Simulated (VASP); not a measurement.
Here is a VASP 6.6.1 calculation.

The input INCAR:

```
PREC = Accurate
ENCUT = 520
EDIFF = 1E-6
ISMEAR = 0
SIGMA = 0.05
LREAL = F
LASPH = T
NELM = 100
ALGO = Normal
ISIF = 2
LWAVE = F
LCHARG = F
NBANDS = 21
```

File KPOINTS:

```
regular mesh
0
Gamma
  8 8 6
```

Contents of POSCAR:

```
AlInSb2
1.0
    4.3799855185      0.0000000000      0.0000000000
    0.0000000000      4.3799855185      0.0000000000
    0.0000000000      0.0000000000      6.4333227296
Al In Sb
1 1 2
Direct
    0.0000000000      0.0000000000      0.0000000000
    0.5000000000      0.5000000000      0.5000000000
    0.0000000000      0.5000000000      0.2539107108
    0.5000000000      0.0000000000      0.7460892892
```

Potentials or basis: VASP PAW LDA potentials, release 64 (Al, In_d, Sb).

Run with:

```bash
$ cat potpaw_LDA.64/Al/POTCAR potpaw_LDA.64/In_d/POTCAR potpaw_LDA.64/Sb/POTCAR > POTCAR
$ mpirun -np 1 vasp_std > vasp.out
```

(1) Predict the pressure.

(2) Estimate the largest force.

(3) Estimate the band gap on the k mesh.

Results:

(1) 0.8 GPa.

(2) 1.275 eV/Å.

(3) 0.50 eV.

Caveat: semilocal functionals underestimate gaps, and a narrow one can read as zero; spin-orbit coupling is left out, which moves the levels of the heavy elements; forces of over 1 eV/Å act on the atoms, so gaps and moduli don't describe the material at rest.
